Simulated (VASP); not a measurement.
# SrCl2 (Fm-3m) in VASP: settings compared

The runs below take SrCl2 through single point, with r2SCAN, r2SCAN+D4.

Program: VASP 6.6.1. These are calculated values, not measurements. Logs are shortened: lines on timing, memory, paths and dates and some standing lists are left out, and cuts for length are marked.

**1. The cell of the first run**

Symmetry: Fm-3m, No. 225, cubic system. Conventional cell: a = 6.995 Å, b = 6.995 Å, c = 6.995 Å, α = 90.00°, β = 90.00°, γ = 90.00°. Within 4.0 Å of Sr (site symmetry m-3m) lie 8 Cl at 3.03 Å. Cl (site symmetry -43m) has 4 Sr at 3.03 Å and 6 Cl at 3.50 Å within 4.0 Å.

**2. Single point, r2SCAN**

POSCAR reads:

```
SrCl2
1.0
    0.0000000000      3.4976509443      3.4976509443
    3.4976509443      0.0000000000      3.4976509443
    3.4976509443      3.4976509443      0.0000000000
Sr Cl
1 2
Direct
    0.0000000000      0.0000000000      0.0000000000
    0.2500000000      0.2500000000      0.2500000000
    0.7500000000      0.7500000000      0.7500000000
```

INCAR.step1 reads:

```
PREC = Accurate
ENCUT = 550
ISMEAR = 0
SIGMA = 0.01
LREAL = False
LASPH = True
NELM = 120
NBANDS = 19
GGA = PE
ALGO = Normal
EDIFF = 1E-5
LWAVE = True
LCHARG = False
GGA_COMPAT = False
```

INCAR.step2 reads:

```
PREC = Accurate
ENCUT = 550
EDIFF = 1E-6
ISMEAR = 0
SIGMA = 0.01
LREAL = False
LASPH = True
NELM = 120
ALGO = Normal
ISIF = 2
LWAVE = False
LCHARG = False
METAGGA = R2SCAN
LMIXTAU = True
NBANDS = 19
ISTART = 1
GGA_COMPAT = False
```

KPOINTS reads:

```
Automatic mesh
0
Gamma
  4 4 4
```

Potentials or basis: VASP PAW PBE potentials, release 64 (Sr_sv, Cl).

Launch:

```
$ cat potpaw_PBE.64/Sr_sv/POTCAR potpaw_PBE.64/Cl/POTCAR > POTCAR
$ cp INCAR.step1 INCAR
$ mpirun -np 1 vasp_std > vasp.out
$ cp INCAR.step2 INCAR
$ mpirun -np 1 vasp_std > vasp.out
```

OUTCAR:

```text
PREC = Accurate
   ENCUT = 550
   EDIFF = 1E-6
   ISMEAR = 0
   LREAL = False
   LASPH = True
   NELM = 120
   ISIF = 2
   METAGGA = R2SCAN
   ISTART = 1

 ion  position               nearest neighbor table
   1  0.000  0.000  0.000-   3 3.03   3 3.03   3 3.03   2 3.03   3 3.03   2 3.03   2 3.03   2 3.03

   2  0.250  0.250  0.250-   1 3.03   1 3.03   1 3.03   1 3.03
   3  0.750  0.750  0.750-   1 3.03   1 3.03   1 3.03   1 3.03

  LATTYP: Found a face centered cubic cell.
 ALAT       =     6.9953018886

  Lattice vectors:

 A1 = (   0.0000000000,   3.4976509443,   3.4976509443)
 A2 = (   3.4976509443,   0.0000000000,   3.4976509443)
 A3 = (   3.4976509443,   3.4976509443,   0.0000000000)

Analysis of symmetry for initial positions (statically):
=====================================================================
 Subroutine PRICEL returns:
 Original cell was already a primitive cell.

 Routine SETGRP: Setting up the symmetry group for a
 face centered cubic supercell.

 Subroutine GETGRP returns: Found 48 space group operations
 (whereof 48 operations were pure point group operations)
 out of a pool of 48 trial point group operations.

The static configuration has the point symmetry O_h .

Analysis of symmetry for dynamics (positions and initial velocities):
=====================================================================
 Subroutine PRICEL returns:
 Original cell was already a primitive cell.

 Routine SETGRP: Setting up the symmetry group for a
 face centered cubic supercell.

 Subroutine GETGRP returns: Found 48 space group operations
 (whereof 48 operations were pure point group operations)
 out of a pool of 48 trial point group operations.

The dynamic configuration has the point symmetry O_h .

 Subroutine INISYM returns: Found 48 space group operations
 (whereof 48 operations are pure point group operations),
 and found     1 'primitive' translations

----------------------------------------------------------------------------------------

                                     Primitive cell

  volume of cell :      85.5775

  direct lattice vectors                    reciprocal lattice vectors
     0.000000000  3.497650944  3.497650944    -0.142953087  0.142953087  0.142953087
     3.497650944  0.000000000  3.497650944     0.142953087 -0.142953087  0.142953087
     3.497650944  3.497650944  0.000000000     0.142953087  0.142953087 -0.142953087

  length of vectors
     4.946425402  4.946425402  4.946425402     0.247602010  0.247602010  0.247602010

  position of ions in fractional coordinates (direct lattice)
     0.000000000  0.000000000  0.000000000
     0.250000000  0.250000000  0.250000000
     0.750000000  0.750000000  0.750000000

  ion indices of the primitive-cell ions
   primitive index   ion index
                 1           1
                 2           2
                 3           3

----------------------------------------------------------------------------------------

 KPOINTS: Automatic mesh

Automatic generation of k-mesh.
 Grid dimensions read from file:
 generate k-points for:    4    4    4

 Generating k-lattice:

  Cartesian coordinates                     Fractional coordinates (reciprocal lattice)
    -0.035738272  0.035738272  0.035738272     0.250000000  0.000000000  0.000000000
     0.035738272 -0.035738272  0.035738272     0.000000000  0.250000000  0.000000000
     0.035738272  0.035738272 -0.035738272     0.000000000  0.000000000  0.250000000

  Length of vectors
     0.061900502  0.061900502  0.061900502

  Shift w.r.t. Gamma in fractional coordinates (k-lattice)
     0.000000000  0.000000000  0.000000000

 Subroutine IBZKPT returns following result:
 ===========================================

 Found      8 irreducible k-points:

 Following reciprocal coordinates:
            Coordinates               Weight
  0.000000  0.000000  0.000000      1.000000
  0.250000  0.000000  0.000000      8.000000
  0.500000  0.000000  0.000000      4.000000
  0.250000  0.250000  0.000000      6.000000
  0.500000  0.250000  0.000000     24.000000
 -0.250000  0.250000  0.000000     12.000000
  0.500000  0.500000  0.000000      3.000000
 -0.250000  0.500000  0.250000      6.000000
   k-points           NKPTS =      8   k-points in BZ     NKDIM =      8   number of bands    NBANDS=     19
   number of dos      NEDOS =    301   number of ions     NIONS =      3
   total plane-waves  NPLWV =  64000
   dimension x,y,z NGX =    40 NGY =   40 NGZ =   40
   dimension x,y,z NGXF=    80 NGYF=   80 NGZF=   80
   ions per type =               1   2
   NGX,Y,Z   is equivalent  to a cutoff of  13.44, 13.44, 13.44 a.u.
   NGXF,Y,Z  is equivalent  to a cutoff of  26.89, 26.89, 26.89 a.u.
 SYSTEM =  unknown system
   PREC   = accura    normal or accurate (medium, high low for compatibility)
   ISTART =      1    job   : 0-new  1-cont  2-samecut
   ICHARG =      0    charge: 1-file 2-atom 10-const
   ISPIN  =      1    spin polarized calculation?
   LNONCOLLINEAR =      F non collinear calculations
   LSORBIT =      F    spin-orbit coupling
   LASPH  =      T    aspherical Exc in radial PAW
   ENCUT  =  550.0 eV  40.42 Ry    6.36 a.u.   9.46  9.46  9.46*2*pi/ulx,y,z
   NELM   =    120;   NELMIN=  2; NELMDL=  0     # of ELM steps
   EDIFF  = 0.1E-05   stopping-criterion for ELM
   LREAL  =      F    real-space projection
[... 7 lines left out ...]
   TEBEG  =    0.0;   TEEND  =   0.0 temperature during run
   PSTRESS=    0.0 pullay stress
   NELECT =      24.0000    total number of electrons
   NUPDOWN=      -1.0000    fix difference up-down
   EMIN   =  10.00;   EMAX   =-10.00  energy-range for DOS
   EFERMI =   0.00;   METHOD = LEGACY
   ISMEAR =     0;   SIGMA  =   0.01  broadening in eV -4-tet -1-fermi 0-gaus
   EFERMI_NEDOS =   21; number of points for ismear=-14 and -15
   IALGO  =     38    algorithm
   IMIX   =      4    mixing-type and parameters
     AMIX     =   0.40;   BMIX     =  1.00
     AMIX_MAG =   1.60;   BMIX_MAG =  1.00
  volume/ion in A,a.u.               =      28.53       192.50
  Fermi-wavevector in a.u.,A,eV,Ry     =   1.071582  2.024997 15.623409  1.148288
  Thomas-Fermi vector in A             =   2.207327
   LORBIT       =      0    0 simple, 1 ext, 2 COOP (PROOUT), +10 PAW based schemes
   METAGGA = R2SCAN    functional components
   LHFCALC =     F    Hartree Fock is set to
   AEXX    =    0.0000 exact exchange contribution
   IVDW    =     0    specifies the selected vdW correction
   LEPSILON=     F    determine dielectric tensor
   LRPA    =     F    only Hartree local field effects (RPA)
 non-spin polarized calculation
 Gauss-broadening in eV      SIGMA  =   0.01
  energy-cutoff  :      550.00
  volume of cell :       85.58
 maximum number of plane-waves:      2525
 NGX is ok and might be reduce to    40
   NGX = 19   NGY = 19   NGZ = 19

 number of electron      24.0000002 magnetization

 Free energy of the ion-electron system (eV)
  ---------------------------------------------------
  ext. energy  EPLUGINS =         0.00000000
  ---------------------------------------------------
  free energy    TOTEN  =       -35.69792310 eV

  energy without entropy =      -35.69792310  energy(sigma->0) =      -35.69792310

 E-fermi :  -0.1364     XC(G=0):  -8.7307

 val. band max:       -0.2734237965   @ k =   0.5000   0.5000   0.0000
 cond. band min:       5.6638092335   @ k =   0.0000   0.0000   0.0000
 fundamental gap:      5.9372330300
 Fermi energy:        -0.1363609302

 k-point     1 :       0.0000    0.0000    0.0000
  band No.  band energies     occupation
      1     -34.2497      2.00000
      2     -15.6163      2.00000
      3     -15.6163      2.00000
      4     -15.6163      2.00000
      5     -14.1354      2.00000
      6     -13.2770      2.00000
[... 11 lines left out ...]
     18       9.3377      0.00000
     19       9.7473      0.00000

 k-point     2 :       0.2500    0.0000    0.0000
  band No.  band energies     occupation
      1     -34.2481      2.00000
      2     -15.7872      2.00000
      3     -15.6229      2.00000
      4     -15.6229      2.00000
      5     -13.8513      2.00000
      6     -13.3765      2.00000
[... 11 lines left out ...]
     18       9.0255      0.00000
     19       9.9826      0.00000

 k-point     3 :       0.5000    0.0000    0.0000
  band No.  band energies     occupation
      1     -34.2466      2.00000
      2     -15.9128      2.00000
      3     -15.6295      2.00000
      4     -15.6295      2.00000
      5     -13.7328      2.00000
      6     -13.3439      2.00000
[... 11 lines left out ...]
     18       9.0341      0.00000
     19       9.3295      0.00000

 k-point     4 :       0.2500    0.2500    0.0000
  band No.  band energies     occupation
      1     -34.2476      2.00000
      2     -15.8274      2.00000
      3     -15.6320      2.00000
      4     -15.6320      2.00000
      5     -13.7281      2.00000
      6     -13.4354      2.00000
[... 11 lines left out ...]
     18       8.9097      0.00000
     19       9.5103      0.00000

 k-point     5 :       0.5000    0.2500    0.0000
  band No.  band energies     occupation
      1     -34.2460      2.00000
      2     -15.8916      2.00000
      3     -15.7099      2.00000
      4     -15.6386      2.00000
      5     -13.5652      2.00000
      6     -13.4283      2.00000
[... 11 lines left out ...]
     18       9.3528      0.00000
     19      10.0542      0.00000

 k-point     6 :      -0.2500    0.2500    0.0000
  band No.  band energies     occupation
      1     -34.2466      2.00000
      2     -15.8353      2.00000
      3     -15.7298      2.00000
      4     -15.6295      2.00000
      5     -13.6002      2.00000
      6     -13.4490      2.00000
[... 11 lines left out ...]
     18       9.0381      0.00000
     19      10.1779      0.00000

 k-point     7 :       0.5000    0.5000    0.0000
  band No.  band energies     occupation
      1     -34.2455      2.00000
      2     -15.9798      2.00000
      3     -15.6477      2.00000
      4     -15.6477      2.00000
      5     -13.5834      2.00000
      6     -13.3611      2.00000
[... 11 lines left out ...]
     18       9.1040      0.00000
     19      10.4685      0.00000

 k-point     8 :      -0.2500    0.5000    0.2500
  band No.  band energies     occupation
      1     -34.2455      2.00000
      2     -15.8240      2.00000
      3     -15.8240      2.00000
      4     -15.6480      2.00000
      5     -13.4622      2.00000
      6     -13.4622      2.00000
[... 11 lines left out ...]
     18      10.0460      0.00000
     19      10.7795      0.00000

------------------------ aborting loop because EDIFF is reached ----------------------------------------

  FORCE on cell =-STRESS in cart. coord.  units (eV):
  Direction    XX          YY          ZZ          XY          YZ          ZX
  --------------------------------------------------------------------------------------
  -------------------------------------------------------------------------------------
  Total        0.0256576      0.0256576      0.0256576     -0.0000000     -0.0000000     -0.0000000
  in kB        0.4803613      0.4803613      0.4803613     -0.0000000     -0.0000000     -0.0000000
  external PRESSURE =       0.4803613 kB  Pullay stress =       0.0000000 kB

 VOLUME and BASIS-vectors are now :
 -----------------------------------------------------------------------------
  energy-cutoff  :      550.00
  volume of cell :       85.58
      direct lattice vectors                 reciprocal lattice vectors
     0.000000000  3.497650944  3.497650944    -0.142953087  0.142953087  0.142953087
     3.497650944  0.000000000  3.497650944     0.142953087 -0.142953087  0.142953087
     3.497650944  3.497650944  0.000000000     0.142953087  0.142953087 -0.142953087

 POSITION                                       TOTAL-FORCE (eV/Angst)
 -----------------------------------------------------------------------------------
      0.00000      0.00000      0.00000         0.000000      0.000000     -0.000000
      1.74883      1.74883      1.74883        -0.000000     -0.000000      0.000000
      5.24648      5.24648      5.24648         0.000000      0.000000      0.000000
 -----------------------------------------------------------------------------------
    total drift:                               -0.000000     -0.000000      0.000000

  FREE ENERGIE OF THE ION-ELECTRON SYSTEM (eV)
  ---------------------------------------------------
  free  energy   TOTEN  =       -35.6979231049 eV

  energy  without entropy=      -35.6979231049  energy(sigma->0) =      -35.69792310
```

Wall time 2.2 min (1 thread of Intel Xeon 8259CL, shared host); peak memory 0.25 GiB.

What came out:

```yaml
Free_energy: -35.6979 eV
Pressure: 0.0 GPa
Band_gap_on_the_k_mesh: 5.94 eV (least direct gap 5.99 eV)
```

Caveat: the PAW data sets were made with another functional, which shifts forces and pressure a little.

[end of part 1 of 2]
